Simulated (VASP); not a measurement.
# HfC (Imm2) in VASP: a series of runs, part 2 of 2

VASP 6.6.1.

### Step 4. Relaxation of cell and atoms, PBE+D4

INCAR reads:

```
SYSTEM = HfC
PREC = Accurate ; ENCUT = 600
EDIFF = 1E-6 ; ISMEAR = -1
SIGMA = 0.05 ; LREAL = .FALSE.
LASPH = .TRUE. ; NELM = 60
ALGO = Normal ; ISIF = 3
LWAVE = .FALSE. ; LCHARG = .FALSE.
GGA = PE ; IVDW = 13
IBRION = 2 ; NSW = 60
EDIFFG = -0.01
```

KPOINTS reads:

```
Automatic mesh
0
G
  12 12 12
  0 0 0
```

POSCAR reads:

```
HfC
1.0
   -1.3966732300      2.4971805100      1.8473367300
    1.3966732300     -2.4971805100      1.8473367300
    1.3966732300      2.4971805100     -1.8473367300
Hf C
1 1
Direct
    0.9847118300      0.9847118300      0.0000000000
    0.6794548300      0.1794548300      0.5000000000
```

Potentials or basis: VASP PAW PBE potentials, release 64 (Hf_pv, C).

Started as:

```
$ cat potpaw_PBE.64/Hf_pv/POTCAR potpaw_PBE.64/C/POTCAR > POTCAR
$ mpirun -np 1 vasp_std > vasp.out
```

OUTCAR:

```text
SYSTEM = HfC
   PREC = Accurate
   ENCUT = 600
   EDIFF = 1E-6
   ISMEAR = -1
   LREAL = .FALSE.
   LASPH = .TRUE.
   NELM = 60
   ISIF = 3
   GGA = PE
   IVDW = 13
   IBRION = 2
   NSW = 60
   EDIFFG = -0.01

 ion  position               nearest neighbor table
   1  0.985  0.985  0.000-   2 1.80   2 1.80   2 2.60   2 2.60   2 2.92   2 2.92
   2  0.679  0.179  0.500-   1 1.80   1 1.80   1 2.60   1 2.60   1 2.92   1 2.92

  LATTYP: Found a body centered orthorhombic cell.
 ALAT       =     2.7933464600
 B/A-ratio  =     1.3226692474
 C/A-ratio  =     1.7879490036

  Lattice vectors:

 A1 = (   1.3966732300,  -2.4971805100,  -1.8473367300)
 A2 = (  -1.3966732300,  -2.4971805100,   1.8473367300)
 A3 = (  -1.3966732300,   2.4971805100,  -1.8473367300)

Analysis of symmetry for initial positions (statically):
=====================================================================
 Subroutine PRICEL returns:
 Original cell was already a primitive cell.

 Routine SETGRP: Setting up the symmetry group for a
 body centered orthorhombic supercell.

 Subroutine GETGRP returns: Found  4 space group operations
 (whereof  4 operations were pure point group operations)
 out of a pool of  8 trial point group operations.

The static configuration has the point symmetry C_2v.

Analysis of symmetry for dynamics (positions and initial velocities):
=====================================================================
 Subroutine PRICEL returns:
 Original cell was already a primitive cell.

 Routine SETGRP: Setting up the symmetry group for a
[... 286 lines left out ...]
      6       2.9847      0.15027
      7       3.2880      0.00038
      8       3.5280      0.00000
      9       3.7912      0.00000
     10       4.1576      0.00000
     11       4.3108      0.00000
[... 310 lines left out ...]
  band No.  band energies     occupation
      1     -28.9158      2.00000
      2     -28.8951      2.00000
      3     -28.4809      2.00000
      4      -5.8087      2.00000
      5      -0.9187      2.00000
      6       0.7597      2.00000
      7       1.1259      2.00000
      8       4.9927      0.00000
      9       5.2181      0.00000
     10       6.5260      0.00000
     11       7.1461      0.00000

 [... further k-points ...]

[... ionic steps 4 to 19 ...]

--------------------------------------- Ionic step       20  -------------------------------------------

 number of electron      14.0000000 magnetization

------------------------ aborting loop because EDIFF is reached ----------------------------------------
[... 75 lines left out ...]
--------------------------------------- Ionic step       22  -------------------------------------------

 number of electron      14.0000000 magnetization

 Free energy of the ion-electron system (eV)
  ---------------------------------------------------
  ext. energy  EPLUGINS =         0.00000000
  ---------------------------------------------------
  free energy    TOTEN  =       -21.04502749 eV

  energy without entropy =      -21.04281296  energy(sigma->0) =      -21.04392022

 E-fermi :   6.0978     XC(G=0): -12.3677

 val. band max:        6.0022592297   @ k =   0.0000   0.5000   0.0000
 cond. band min:       6.1510632409   @ k =   0.4167  -0.3333   0.3333
 fundamental gap:      0.1488040112
 Fermi energy:         6.0978227241

 k-point     1 :       0.0000    0.0000    0.0000
  band No.  band energies     occupation
      1     -23.4096      2.00000
      2     -23.4094      2.00000
      3     -23.4092      2.00000
      4      -6.3119      2.00000
      5       7.0892      0.00000
      6       7.0907      0.00000
      7       7.0908      0.00000
      8       7.4767      0.00000
      9       7.4788      0.00000
     10       7.4792      0.00000
     11       9.5254      0.00000
[... 355 lines left out ...]
  FREE ENERGIE OF THE ION-ELECTRON SYSTEM (eV)
  ---------------------------------------------------
  free  energy   TOTEN  =       -21.5539315378 eV

  energy  without entropy=      -21.5517170044  energy(sigma->0) =      -21.55282427

 reached required accuracy - stopping structural energy minimisation
```

OSZICAR:

```text
N       E                     dE             d eps       ncg     rms          rms(c)
DAV:   1     0.360887261001E+02    0.36089E+02   -0.85555E+03  6160   0.136E+03
DAV:   2    -0.188553779072E+02   -0.54944E+02   -0.51669E+02  8264   0.238E+02
DAV:   3    -0.210861276538E+02   -0.22307E+01   -0.22173E+01  7692   0.377E+01
[... 194 lines left out ...]
       N       E                     dE             d eps       ncg     rms          rms(c)
DAV:   1    -0.210450494322E+02   -0.50510E-03   -0.39216E-03  6211   0.619E-01    0.114E-01
DAV:   2    -0.210450375094E+02    0.11923E-04   -0.12964E-04  7445   0.115E-01    0.439E-02
DAV:   3    -0.210450280109E+02    0.94985E-05   -0.17912E-05  6871   0.387E-02    0.243E-02
DAV:   4    -0.210450274887E+02    0.52225E-06   -0.13387E-06  4617   0.116E-02
  22 F= -.21553932E+02 E0= -.21552824E+02  d E =-.114375E-04
```

It took 15 min on 1 thread of Intel Xeon Platinum 8488C (Sapphire Rapids), shared host; peak memory 0.29 GiB.

What came out:

```
Free energy                            : -21.5539 eV
Relaxed volume                         : 12.36 Å³/atom
Relaxed cell                           : a = 3.270 Å, b = 3.270 Å, c = 3.270 Å, α = 120.00°, β = 90.01°, γ = 119.99°
Space group after relaxing (to 0.05 Å) : Fm-3m (No. 225)
Energy gained by relaxing              : 2206.5 meV/atom
Ionic steps                            : 22
Pressure after relaxing                : -0.1 GPa
Band gap on the k mesh                 : zero (band 7 reaches 7.09 eV, above the bottom of band 8 at 5.66 eV)
Dispersion energy per atom             : -0.254 eV
```

Step by step:
```csv
step,energy change (eV),largest force (eV/Å),pressure (GPa),volume (Å³)
1,0.0000,11.3600,67.45,25.77
2,-0.0834,0.8319,-29.43,47.38
3,-0.5262,0.7612,-32.17,43.83
4,-1.1210,0.3807,-35.13,40.73
5,-2.8283,0.3051,-35.42,33.08
6,-3.1279,1.0451,-16.76,29.38
7,-3.1582,0.2876,-25.64,30.56
8,-3.1664,0.4581,-23.39,30.21
9,-3.9502,0.9127,19.06,23.80
10,-4.0952,1.0528,1.65,25.35
11,-4.3050,0.9857,1.53,24.76
12,-4.3090,0.9093,2.26,24.63
13,-4.3948,0.2073,-2.34,24.97
14,-4.3973,0.0528,-2.95,25.03
15,-4.4073,0.1027,3.67,24.36
16,-4.4119,0.0466,1.17,24.60
17,-4.4124,0.0252,-1.00,24.82
18,-4.4129,0.0338,-0.12,24.72
19,-4.4129,0.0340,-0.12,24.72
20,-4.4129,0.0146,0.09,24.71
21,-4.4129,0.0095,0.12,24.70
22,-4.4130,0.0016,-0.07,24.72
```

Final structure:
```
CELL_PARAMETERS angstrom
-1.63488 2.31193 1.63511
1.63488 -2.31193 1.63511
1.63488 2.31193 -1.63511
ATOMIC_POSITIONS crystal
Hf 0.08206 0.08206 0.00000
C 0.58211 0.08211 0.50000
```

Levels at points of the mesh, in eV from the Fermi level:
```
           k point  band 3  band 4  band 5  band 6  band 7  band 8  band 9  band 10  band 11
(0.00, 0.00, 0.00)  -29.51  -12.41    0.99    0.99    0.99    1.38    1.38     1.38     3.43
(0.50, 0.00, 0.00)  -29.58   -8.57   -6.23   -3.05   -3.05    5.39    5.40     5.87     6.62
(0.00, 0.50, 0.00)  -29.75  -10.50   -2.59   -1.84   -0.10   -0.10    5.39     6.85     6.85
(0.50, 0.50, 0.00)  -29.58   -8.57   -6.23   -3.06   -3.05    5.40    5.40     5.87     6.62
(0.50, 0.50, 0.50)  -29.75  -10.50   -2.59   -1.84   -0.10   -0.10    5.39     6.85     6.85
```

Caveat: spin-orbit coupling is left out, which moves the levels of the heavy elements; pairwise dispersion overbinds metals, which lowers pressure and volume.

### Step 5. Single point, BLYP

INCAR reads:

```
SYSTEM = HfC
AGGAC    = 1.0          
AGGAX    = 1.0          
ALDAC    = 0.0          
ALDAX    = 1.0          
ALGO     = Normal         ! electronic algorithm
EDIFF    = 1E-7           ! SCF threshold, eV
ENCUT    = 520            ! plane-wave cutoff, eV
GGA      = B5             ! functional
ISIF     = 2              ! what is computed and relaxed
ISMEAR   = -1             ! smearing method
LASPH    = .TRUE.         ! aspherical terms in the spheres
LCHARG   = .FALSE.        ! write CHGCAR
LREAL    = .FALSE.        ! projectors in reciprocal space
LWAVE    = .FALSE.        ! write WAVECAR
NBANDS   = 14             ! bands
NELM     = 80             ! most SCF steps
PREC     = Accurate       ! precision mode
SIGMA    = 0.05           ! smearing width, eV
```

KPOINTS reads:

```
k-points
0
G
  12 12 12
  0 0 0
```

POSCAR is that of step 4.

Potentials or basis: VASP PAW PBE potentials, release 64 (Hf_pv, C).

Started as:

```
$ cat potpaw_PBE.64/Hf_pv/POTCAR potpaw_PBE.64/C/POTCAR > POTCAR
$ mpirun -np 1 vasp_std > vasp.out
```

OUTCAR:

```text
SYSTEM = HfC
   EDIFF = 1E-7
   ENCUT = 520
   GGA = B5
   ISIF = 2
   ISMEAR = -1
   LASPH = .TRUE.
   LREAL = .FALSE.
   NELM = 80
   PREC = Accurate

 ion  position               nearest neighbor table
   1  0.985  0.985  0.000-   2 1.80   2 1.80   2 2.60   2 2.60   2 2.92   2 2.92
   2  0.679  0.179  0.500-   1 1.80   1 1.80   1 2.60   1 2.60   1 2.92   1 2.92

  LATTYP: Found a body centered orthorhombic cell.
 ALAT       =     2.7933464600
 B/A-ratio  =     1.3226692474
 C/A-ratio  =     1.7879490036

  Lattice vectors:

[... 587 lines left out ...]
     10      12.4482      0.00000
     11      13.5512      0.00000
     12      15.3954      0.00000
     13      18.6675      0.00000
     14      19.8561      0.00000

 [... further k-points ...]
[... 5 lines left out ...]
  --------------------------------------------------------------------------------------
  -------------------------------------------------------------------------------------
  Total       28.4485467     -2.8106549     10.6533489      0.0000000      0.0000000      0.0000000
  in kB     1768.5602712   -174.7299336    662.2865430      0.0000000      0.0000000      0.0000000
  external PRESSURE =     752.0389602 kB  Pullay stress =       0.0000000 kB

 VOLUME and BASIS-vectors are now :
 -----------------------------------------------------------------------------
  energy-cutoff  :      520.00
  volume of cell :       25.77
      direct lattice vectors                 reciprocal lattice vectors
    -1.396673230  2.497180510  1.847336730     0.000000000  0.200225814  0.270659914
     1.396673230 -2.497180510  1.847336730     0.357993544  0.000000000  0.270659914
     1.396673230  2.497180510 -1.847336730     0.357993544  0.200225814  0.000000000

 POSITION                                       TOTAL-FORCE (eV/Angst)
 -----------------------------------------------------------------------------------
      0.00000      0.00000      3.63819        -0.000000      0.000000     11.740874
      0.00000      2.49718      0.66303         0.000000     -0.000000    -11.740874
 -----------------------------------------------------------------------------------
    total drift:                                0.000000     -0.000000      0.000532

  FREE ENERGIE OF THE ION-ELECTRON SYSTEM (eV)
  ---------------------------------------------------
  free  energy   TOTEN  =       -14.7700881080 eV

  energy  without entropy=      -14.7699591338  energy(sigma->0) =      -14.77002362
```

OSZICAR:

```text
N       E                     dE             d eps       ncg     rms          rms(c)
DAV:   1     0.371715136378E+02    0.37172E+02   -0.74362E+03  7856   0.953E+02
DAV:   2    -0.180982207422E+02   -0.55270E+02   -0.51275E+02 10158   0.214E+02
DAV:   3    -0.200017125728E+02   -0.19035E+01   -0.18965E+01  9754   0.306E+01
DAV:   4    -0.200121566915E+02   -0.10444E-01   -0.10443E-01  9298   0.277E+00
DAV:   5    -0.200122492510E+02   -0.92559E-04   -0.92558E-04  9798   0.225E-01    0.836E+01
DAV:   6    -0.148463334616E+02    0.51659E+01   -0.16449E+01  7990   0.265E+01    0.456E+01
DAV:   7    -0.147811706890E+02    0.65163E-01   -0.10197E+00  9724   0.728E+00    0.236E+01
DAV:   8    -0.147766852507E+02    0.44854E-02   -0.87359E-02  9572   0.232E+00    0.314E+00
DAV:   9    -0.147701508039E+02    0.65344E-02   -0.22098E-02  9568   0.107E+00    0.171E+00
DAV:  10    -0.147701145219E+02    0.36282E-04   -0.19702E-03  9424   0.305E-01    0.390E-01
DAV:  11    -0.147700834349E+02    0.31087E-04   -0.20719E-04  9454   0.104E-01    0.816E-02
DAV:  12    -0.147700875905E+02   -0.41556E-05   -0.15703E-05  9634   0.327E-02    0.141E-02
DAV:  13    -0.147700881155E+02   -0.52499E-06   -0.10321E-06  9616   0.838E-03    0.456E-03
DAV:  14    -0.147700881080E+02    0.74756E-08   -0.17153E-07  9014   0.320E-03
   1 F= -.14770088E+02 E0= -.14770024E+02  d E =-.128974E-03
```

stdout:

```text
POSCAR found type information on POSCAR HfC
 POSCAR found :  2 types and       2 ions
 scaLAPACK will be used
 -----------------------------------------------------------------------------
|                                                                             |
|                                                                             |
|     You enforced a specific xc type in the INCAR file but a different       |
|     I HOPE YOU KNOW WHAT YOU ARE DOING!                                     |
|                                                                             |
 -----------------------------------------------------------------------------

 LDA part: xc-table for (Slater(with rela. corr.)+VWN5), standard interpolation
 POSCAR, INCAR and KPOINTS ok, starting setup
 FFT: planning ... GRIDC
 FFT: planning ... GRID_SOFT
 FFT: planning ... GRID
 WAVECAR not read
 entering main loop
```

Wall time 1.8 min (1 thread of Intel Xeon Platinum 8375C at 2.90GHz (Ice Lake), shared host); peak memory 0.24 GiB.

What came out:

- Free energy: -14.7701 eV
- Pressure: 75.2 GPa
- Largest force: 11.741 eV/Å
- Band gap on the k mesh: 0.39 eV, indirect (least direct gap 0.78 eV)

Forces on the atoms (eV/Å):
```
Hf    0.000   0.000  11.741
C     0.000   0.000 -11.741
```

Caveat: the PAW data sets were made with another functional, which shifts forces and pressure a little; spin-orbit coupling is left out, which moves the levels of the heavy elements.

### Step 6. Summary

| task | level | cell | cutoff (eV) | smearing | gap on the mesh (eV) | pressure (GPa) | relaxed volume (Å³/atom) | largest force (eV/Å) |
| --- | --- | --- | --- | --- | --- | --- | --- | --- |
| single point | PBE | as given | 520 | gaussian 0.028 eV | 0.36 | 68.0 | - | 11.76 |
| relaxation of cell and atoms | PBE+D3(BJ) | relaxed | 600 | fermi-dirac 0.05 eV | none | 0.0 | 12.29 | - |
| relaxation of cell and atoms | PBE+D4 | relaxed | 600 | fermi-dirac 0.05 eV | none | -0.1 | 12.36 | - |
| single point | BLYP | as given | 520 | fermi-dirac 0.05 eV | 0.39 | 75.2 | - | 11.74 |

Alike in all rows: potentials or basis VASP PAW PBE potentials, release 64 (Hf_pv, C); no spin polarisation; k mesh 12 × 12 × 12.

Caveats: spin-orbit coupling is left out, which moves the levels of the heavy elements; pairwise dispersion overbinds metals, which lowers pressure and volume (some runs); forces of over 1 eV/Å act on the atoms, so gaps and moduli don't describe the material at rest (some runs); the PAW data sets were made with another functional, which shifts forces and pressure a little (some runs).

Absolute energies hang on the potentials; compare differences alone.
